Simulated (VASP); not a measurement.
# C (P-3m1) in VASP: notebook

The runs below take C through single point, with PBE.

Everything below comes from runs of VASP 6.6.1. Logs are shortened: lines on timing, memory, paths and dates and some standing lists are left out, and cuts for length are marked.

## Step 1: The cell of the first run

It takes space group P-3m1 (No. 164, trigonal). The conventional cell has a = 2.522 Å, b = 2.522 Å, c = 13.856 Å, α = 90.00°, β = 90.00°, γ = 120.00°. C (site symmetry 3m) has 4 C at 1.54 Å within 2.1 Å. C (site symmetry 3m) has 4 C at 1.54 Å within 2.1 Å. C (site symmetry 3m) has 4 C at 1.54 Å within 2.1 Å. Within 2.1 Å of C (site symmetry 3m) lie 4 C at 1.54 Å. Within 2.1 Å of C (site symmetry 3m) lie 4 C at 1.54 Å. Within 2.1 Å of C (site symmetry 3m) lie 3 C at 1.54 Å.

## Step 2: Single point, PBE (the distance across one plane changed)

The input, INCAR:

```
SYSTEM = C
PREC = Accurate
ENCUT = 520
EDIFF = 1E-6
ISMEAR = 0
SIGMA = 0.05
LREAL = .FALSE.
LASPH = .TRUE.
NELM = 60
ALGO = Normal
ISIF = 2
LWAVE = .FALSE.
LCHARG = .FALSE.
GGA = PE
NBANDS = 36
```

The input, KPOINTS:

```
Automatic mesh
0
G
  10 10 2
  0 0 0
```

The input, POSCAR:

```
C
1.0
    1.7834000000     -1.7834000000      0.0000000000
    1.7834000000      0.0000000000     -1.7834000000
    7.9996254038      7.9996254038      7.9996254038
C
12
Direct
    0.6666666667      0.6666666667      0.2415431168
    0.0000000000      0.0000000000      0.0929194909
    0.3333333333      0.3333333333      0.3901667427
    0.6666666667      0.6666666667      0.6874139945
    1.0000000000      1.0000000000      0.5387903686
    0.3333333333      0.3333333333      0.8360376204
    0.6666666667      0.6666666667      0.3530108362
    1.0000000000      1.0000000000      0.2043872103
    0.3333333333      0.3333333333      0.5016344621
    0.6666666667      0.6666666667      0.7988817139
    0.0000000000      0.0000000000      0.6502580880
    0.3333333333      0.3333333333      0.0557635844
```

Potentials or basis: VASP PAW PBE potentials, release 64 (C).

Command:

```console
$ cat potpaw_PBE.64/C/POTCAR > POTCAR
$ mpirun -np 1 vasp_std > vasp.out
```

OUTCAR:

```text
SYSTEM = C
   PREC = Accurate
   ENCUT = 520
   EDIFF = 1E-6
   ISMEAR = 0
   LREAL = .FALSE.
   LASPH = .TRUE.
   NELM = 60
   ISIF = 2
   GGA = PE

 ion  position               nearest neighbor table
   1  0.667  0.667  0.242-   7 1.54   8 1.54   8 1.54   8 1.54
   2  0.000  0.000  0.093-   8 1.54  12 1.54  12 1.54  12 1.54
   3  0.333  0.333  0.390-   9 1.54   7 1.54   7 1.54   7 1.54
   4  0.667  0.667  0.687-  10 1.54  11 1.54  11 1.54  11 1.54
   5  0.000  0.000  0.539-  11 1.54   9 1.54   9 1.54   9 1.54
   6  0.333  0.333  0.836-  10 1.54  10 1.54  10 1.54
   7  0.667  0.667  0.353-   1 1.54   3 1.54   3 1.54   3 1.54
   8  0.000  0.000  0.204-   2 1.54   1 1.54   1 1.54   1 1.54
   9  0.333  0.333  0.502-   3 1.54   5 1.54   5 1.54   5 1.54
  10  0.667  0.667  0.799-   4 1.54   6 1.54   6 1.54   6 1.54
  11  0.000  0.000  0.650-   5 1.54   4 1.54   4 1.54   4 1.54
  12  0.333  0.333  0.056-   2 1.54   2 1.54   2 1.54

  LATTYP: Found a hexagonal cell.
 ALAT       =     2.5221084671
 C/A-ratio  =     5.4937199654

  Lattice vectors:

 A1 = (  -1.7834000000,   0.0000000000,   1.7834000000)
 A2 = (   1.7834000000,  -1.7834000000,  -0.0000000000)
 A3 = (   7.9996254038,   7.9996254038,   7.9996254038)

Analysis of symmetry for initial positions (statically):
=====================================================================
 Subroutine PRICEL returns:
 Original cell was already a primitive cell.

 Routine SETGRP: Setting up the symmetry group for a
 hexagonal supercell.

 Subroutine GETGRP returns: Found 12 space group operations
 (whereof  6 operations were pure point group operations)
 out of a pool of 24 trial point group operations.

The static configuration has the point symmetry C_3v.
 The point group associated with its full space group is D_3d.

Analysis of symmetry for dynamics (positions and initial velocities):
=====================================================================
 Subroutine PRICEL returns:
 Original cell was already a primitive cell.

 Routine SETGRP: Setting up the symmetry group for a
 hexagonal supercell.

 Subroutine GETGRP returns: Found 12 space group operations
 (whereof  6 operations were pure point group operations)
 out of a pool of 24 trial point group operations.

The dynamic configuration has the point symmetry C_3v.
 The point group associated with its full space group is D_3d.

 Subroutine INISYM returns: Found 12 space group operations
 (whereof  6 operations are pure point group operations),
 and found     1 'primitive' translations

----------------------------------------------------------------------------------------

                                     Primitive cell

  volume of cell :      76.3288

  direct lattice vectors                    reciprocal lattice vectors
     1.783400000 -1.783400000  0.000000000     0.186908901 -0.373817801  0.186908901
     1.783400000  0.000000000 -1.783400000     0.186908901  0.186908901 -0.373817801
     7.999625404  7.999625404  7.999625404     0.041668618  0.041668618  0.041668618

  length of vectors
     2.522108467  2.522108467 13.855757641     0.457831435  0.457831435  0.072172163

  position of ions in fractional coordinates (direct lattice)
     0.666666667  0.666666667  0.241543117
     0.000000000  0.000000000  0.092919491
     0.333333333  0.333333333  0.390166743
     0.666666667  0.666666667  0.687413994
     0.000000000  0.000000000  0.538790369
     0.333333333  0.333333333  0.836037620
     0.666666667  0.666666667  0.353010836
     0.000000000  0.000000000  0.204387210
     0.333333333  0.333333333  0.501634462
     0.666666667  0.666666667  0.798881714
     0.000000000  0.000000000  0.650258088
     0.333333333  0.333333333  0.055763584

  ion indices of the primitive-cell ions
   primitive index   ion index
                 1           1
                 2           2
                 3           3
                 4           4
                 5           5
                 6           6
                 7           7
                 8           8
                 9           9
                10          10
                11          11
                12          12

----------------------------------------------------------------------------------------

 KPOINTS: Automatic mesh

Automatic generation of k-mesh.
 Grid dimensions read from file:
 generate k-points for:   10   10    2

 Generating k-lattice:

  Cartesian coordinates                     Fractional coordinates (reciprocal lattice)
     0.018690890 -0.037381780  0.018690890     0.100000000  0.000000000  0.000000000
     0.018690890  0.018690890 -0.037381780     0.000000000  0.100000000  0.000000000
     0.020834309  0.020834309  0.020834309     0.000000000  0.000000000  0.500000000

  Length of vectors
     0.045783143  0.045783143  0.036086082

  Shift w.r.t. Gamma in fractional coordinates (k-lattice)
     0.000000000  0.000000000  0.000000000

 Subroutine IBZKPT returns following result:
 ===========================================

 Found     28 irreducible k-points:

 Following reciprocal coordinates:
            Coordinates               Weight
  0.000000  0.000000  0.000000      1.000000
  0.100000  0.000000  0.000000      6.000000
  0.200000  0.000000  0.000000      6.000000
  0.300000  0.000000  0.000000      6.000000
  0.400000  0.000000  0.000000      6.000000
  0.500000  0.000000  0.000000      3.000000
[... 16 lines left out ...]
  0.400000  0.100000  0.500000     12.000000
  0.500000  0.100000  0.500000     12.000000
 [... further k-points ...]
   k-points           NKPTS =     28   k-points in BZ     NKDIM =     28   number of bands    NBANDS=     36
   number of dos      NEDOS =    301   number of ions     NIONS =     12
   total plane-waves  NPLWV =  43200
   dimension x,y,z NGX =    20 NGY =   20 NGZ =  108
   dimension x,y,z NGXF=    40 NGYF=   40 NGZF=  216
   ions per type =              12
   NGX,Y,Z   is equivalent  to a cutoff of  13.18, 13.18, 12.96 a.u.
   NGXF,Y,Z  is equivalent  to a cutoff of  26.37, 26.37, 25.92 a.u.
 SYSTEM =  C
   PREC   = accura    normal or accurate (medium, high low for compatibility)
   ISTART =      0    job   : 0-new  1-cont  2-samecut
   ICHARG =      2    charge: 1-file 2-atom 10-const
   ISPIN  =      1    spin polarized calculation?
   LNONCOLLINEAR =      F non collinear calculations
   LSORBIT =      F    spin-orbit coupling
   LASPH  =      T    aspherical Exc in radial PAW
   ENCUT  =  520.0 eV  38.22 Ry    6.18 a.u.   4.69  4.69 25.76*2*pi/ulx,y,z
   NELM   =     60;   NELMIN=  2; NELMDL= -5     # of ELM steps
   EDIFF  = 0.1E-05   stopping-criterion for ELM
   LREAL  =      F    real-space projection
   EDIFFG = 0.1E-04   stopping-criterion for IOM
   NSW    =      0    number of steps for IOM
   IBRION =     -1    ionic relax: 0-MD 1-quasi-New 2-CG
   NFREE  =      0    steps in history (QN), initial steepest desc. (CG)
   ISIF   =      2    stress and relaxation
   ISYM   =      2    0-nonsym 1-usesym 2-fastsym
   POTIM  = 0.5000    time-step for ionic-motion
   TEBEG  =    0.0;   TEEND  =   0.0 temperature during run
   PSTRESS=    0.0 pullay stress
   NELECT =      48.0000    total number of electrons
   NUPDOWN=      -1.0000    fix difference up-down
   EMIN   =  10.00;   EMAX   =-10.00  energy-range for DOS
   EFERMI =   0.00;   METHOD = LEGACY
   ISMEAR =     0;   SIGMA  =   0.05  broadening in eV -4-tet -1-fermi 0-gaus
   EFERMI_NEDOS =   21; number of points for ismear=-14 and -15
   IALGO  =     38    algorithm
   IMIX   =      4    mixing-type and parameters
     AMIX     =   0.40;   BMIX     =  1.00
     AMIX_MAG =   1.60;   BMIX_MAG =  1.00
  volume/ion in A,a.u.               =       6.36        42.92
  Fermi-wavevector in a.u.,A,eV,Ry     =   1.402574  2.650480 26.765567  1.967214
  Thomas-Fermi vector in A             =   2.525322
   LORBIT       =      0    0 simple, 1 ext, 2 COOP (PROOUT), +10 PAW based schemes
   GGA     = PE    functional components
   LHFCALC =     F    Hartree Fock is set to
   AEXX    =    0.0000 exact exchange contribution
   IVDW    =     0    specifies the selected vdW correction
   LEPSILON=     F    determine dielectric tensor
   LRPA    =     F    only Hartree local field effects (RPA)
 non-spin polarized calculation
 Gauss-broadening in eV      SIGMA  =   0.05
  energy-cutoff  :      520.00
  volume of cell :       76.33
 maximum number of plane-waves:      2072
   NGX =  9   NGY =  9   NGZ = 51

 number of electron      48.0000001 magnetization

 Free energy of the ion-electron system (eV)
  ---------------------------------------------------
  ext. energy  EPLUGINS =         0.00000000
  ---------------------------------------------------
  free energy    TOTEN  =      -105.24610508 eV

  energy without entropy =     -105.24610508  energy(sigma->0) =     -105.24610508

 E-fermi :   8.5588     XC(G=0): -12.4873

 val. band max:        8.3384802376   @ k =   0.0000   0.0000   0.0000
 cond. band min:       8.7884034906   @ k =   0.5000   0.0000   0.0000
 fundamental gap:      0.4499232531
 Fermi energy:         8.5588094427

 k-point     1 :       0.0000    0.0000    0.0000
  band No.  band energies     occupation
      1     -13.5913      2.00000
      2     -12.9416      2.00000
      3     -12.0039      2.00000
      4     -10.7566      2.00000
      5      -9.3728      2.00000
      6      -8.1782      2.00000
[... 28 lines left out ...]
     35      15.9960      0.00000
     36      16.1697      0.00000

 k-point     2 :       0.1000    0.0000    0.0000
  band No.  band energies     occupation
      1     -13.3456      2.00000
      2     -12.6972      2.00000
      3     -11.7618      2.00000
      4     -10.5185      2.00000
      5      -9.1400      2.00000
      6      -7.9568      2.00000
[... 28 lines left out ...]
     35      16.3834      0.00000
     36      16.6053      0.00000

 k-point     3 :       0.2000    0.0000    0.0000
  band No.  band energies     occupation
      1     -12.6125      2.00000
      2     -11.9685      2.00000
      3     -11.0402      2.00000
      4      -9.8098      2.00000
      5      -8.4481      2.00000
      6      -7.2981      2.00000
[... 28 lines left out ...]
     35      17.4890      0.00000
     36      17.7145      0.00000

 k-point     4 :       0.3000    0.0000    0.0000
  band No.  band energies     occupation
      1     -11.4064      2.00000
      2     -10.7714      2.00000
      3      -9.8582      2.00000
      4      -8.6541      2.00000
      5      -7.3258      2.00000
      6      -6.2302      2.00000
[... 28 lines left out ...]
     35      17.4292      0.00000
     36      17.4304      0.00000

 k-point     5 :       0.4000    0.0000    0.0000
  band No.  band energies     occupation
      1      -9.7683      2.00000
      2      -9.1570      2.00000
      3      -8.2895      2.00000
      4      -7.1833      2.00000
      5      -6.0086      2.00000
      6      -5.0612      2.00000
[... 655 lines left out ...]
 k-point    22 :       0.3000    0.1000    0.5000
  band No.  band energies     occupation
      1     -11.8853      2.00000
      2     -11.2516      2.00000
      3     -10.3138      2.00000
      4      -9.1413      2.00000
      5      -7.7073      2.00000
      6      -6.7047      2.00000
[... 28 lines left out ...]
     35      17.7518      0.00000
     36      17.9716      0.00000

 k-point    23 :       0.4000    0.1000    0.5000
  band No.  band energies     occupation
      1     -10.4593      2.00000
      2      -9.8391      2.00000
      3      -8.9271      2.00000
      4      -7.7938      2.00000
      5      -6.4276      2.00000
      6      -5.4746      2.00000
[... 28 lines left out ...]
     35      17.4301      0.00000
     36      17.9117      0.00000

 k-point    24 :       0.5000    0.1000    0.5000
  band No.  band energies     occupation
      1      -8.6626      2.00000
      2      -8.1062      2.00000
      3      -7.3721      2.00000
      4      -6.6236      2.00000
      5      -5.8065      2.00000
      6      -5.0011      2.00000
[... 28 lines left out ...]
     35      17.3070      0.00000
     36      18.1249      0.00000

 [... further k-points ...]

------------------------ aborting loop because EDIFF is reached ----------------------------------------

  FORCE on cell =-STRESS in cart. coord.  units (eV):
  Direction    XX          YY          ZZ          XY          YZ          ZX
  --------------------------------------------------------------------------------------
  -------------------------------------------------------------------------------------
  Total       -1.8223965     -1.8223965     -1.8223965     -1.9674157     -1.9674157     -1.9674157
  in kB      -38.2529585    -38.2529585    -38.2529585    -41.2969784    -41.2969784    -41.2969784
  external PRESSURE =     -38.2529585 kB  Pullay stress =       0.0000000 kB

 VOLUME and BASIS-vectors are now :
 -----------------------------------------------------------------------------
  energy-cutoff  :      520.00
  volume of cell :       76.33
      direct lattice vectors                 reciprocal lattice vectors
     1.783400000 -1.783400000  0.000000000     0.186908901 -0.373817801  0.186908901
     1.783400000  0.000000000 -1.783400000     0.186908901  0.186908901 -0.373817801
     7.999625404  7.999625404  7.999625404     0.041668618  0.041668618  0.041668618

 POSITION                                       TOTAL-FORCE (eV/Angst)
 -----------------------------------------------------------------------------------
      4.31012      0.74332      0.74332        -0.114186     -0.114186     -0.114186
      0.74332      0.74332      0.74332        -2.219936     -2.219936     -2.219936
      4.31012      2.52672      2.52672        -0.020056     -0.020056     -0.020056
      7.87692      4.31012      4.31012        -0.374270     -0.374270     -0.374270
      4.31012      4.31012      4.31012        -0.043415     -0.043415     -0.043415
      7.87692      6.09352      6.09352        -0.976382     -0.976382     -0.976382
      5.20182      1.63502      1.63502         0.043415      0.043415      0.043415
      1.63502      1.63502      1.63502         0.374270      0.374270      0.374270
      5.20182      3.41842      3.41842         0.020056      0.020056      0.020056
      8.76862      5.20182      5.20182         2.219936      2.219936      2.219936
      5.20182      5.20182      5.20182         0.114186      0.114186      0.114186
      1.63502     -0.14838     -0.14838         0.976382      0.976382      0.976382
 -----------------------------------------------------------------------------------
    total drift:                                0.000010      0.000010      0.000010

  FREE ENERGIE OF THE ION-ELECTRON SYSTEM (eV)
  ---------------------------------------------------
  free  energy   TOTEN  =      -105.2461050805 eV

  energy  without entropy=     -105.2461050805  energy(sigma->0) =     -105.24610508
```

Run time: 2.2 min. Hardware: 1 thread of Intel Xeon 8259CL, shared host; peak memory 0.21 GiB.

What came out:

* Free energy: -105.2461 eV
* Pressure: -3.8 GPa
* Largest force: 3.845 eV/Å

Forces in eV/Å, atoms in the order of the input:
```
C   -0.114 -0.114 -0.114
C   -2.220 -2.220 -2.220
C   -0.020 -0.020 -0.020
C   -0.374 -0.374 -0.374
C   -0.043 -0.043 -0.043
C   -0.976 -0.976 -0.976
C    0.043  0.043  0.043
C    0.374  0.374  0.374
C    0.020  0.020  0.020
C    2.220  2.220  2.220
C    0.114  0.114  0.114
C    0.976  0.976  0.976
```

Caveat: the cell differs from its parent crystal (the distance across one plane changed); the cell stands under tension; forces of over 1 eV/Å act on the atoms, so gaps and moduli don't describe the material at rest.

## Step 3: Single point, PBE (the distance across one plane changed)

The input, INCAR:

```
ALGO     = Normal         # electronic algorithm
EDIFF    = 1E-6           # SCF threshold, eV
ENCUT    = 520            # plane-wave cutoff, eV
GGA      = PE             # functional
ISIF     = 2              # what is computed and relaxed
ISMEAR   = 0              # smearing method
LASPH    = T              # aspherical terms in the spheres
LCHARG   = T              # write CHGCAR
LELF     = T              # ELF
LREAL    = F              # projectors in reciprocal space
LVHAR    = T            
LWAVE    = F              # write WAVECAR
NBANDS   = 36             # bands
NELM     = 60             # most SCF steps
PREC     = Accurate       # precision mode
SIGMA    = 0.05           # smearing width, eV
```

The input, KPOINTS:

```
k-points
0
Gamma
  10 10 2
```

The input, POSCAR:

```
C
1.0
    1.7834000000     -1.7834000000      0.0000000000
    1.7834000000      0.0000000000     -1.7834000000
    8.2883005384      8.2883005384      8.2883005384
C
12
Direct
    0.6666666667      0.6666666667      0.2331303558
    0.0000000000      0.0000000000      0.0896831765
    0.3333333333      0.3333333333      0.3765775351
    0.6666666667      0.6666666667      0.6634718936
    1.0000000000      1.0000000000      0.5200247144
    0.3333333333      0.3333333333      0.8069190729
    0.6666666667      0.6666666667      0.3407157402
    1.0000000000      1.0000000000      0.1972685610
    0.3333333333      0.3333333333      0.4841629195
    0.6666666667      0.6666666667      0.7710572781
    0.0000000000      0.0000000000      0.6276100988
    0.3333333333      0.3333333333      0.0538213817
```

Potentials or basis: VASP PAW PBE potentials, release 64 (C).

Command:

```console
$ cat potpaw_PBE.64/C/POTCAR > POTCAR
$ mpirun -np 1 vasp_std > vasp.out
```

It took 2.5 min on 1 thread of Intel Xeon 8259CL, shared host; peak memory 0.21 GiB.

Results (log left out):

```
Free energy   : -104.6540 eV
Pressure      : -2.5 GPa
Largest force : 4.088 eV/Å
```

Forces on the atoms (eV/Å):
```
C   -0.151 -0.151 -0.151
C   -2.360 -2.360 -2.360
C   -0.037 -0.037 -0.037
C   -0.440 -0.440 -0.440
C   -0.066 -0.066 -0.066
C   -1.484 -1.484 -1.484
C    0.066  0.066  0.066
C    0.440  0.440  0.440
C    0.037  0.037  0.037
C    2.360  2.360  2.360
C    0.151  0.151  0.151
C    1.484  1.484  1.484
```

Stress tensor (GPa, compression positive):
```
-2.50 -2.78 -2.78
-2.78 -2.50 -2.78
-2.78 -2.78 -2.50
```

Caveat: the cell differs from its parent crystal (the distance across one plane changed); forces of over 1 eV/Å act on the atoms, so gaps and moduli don't describe the material at rest.

(Continued in part 2 of 2.)
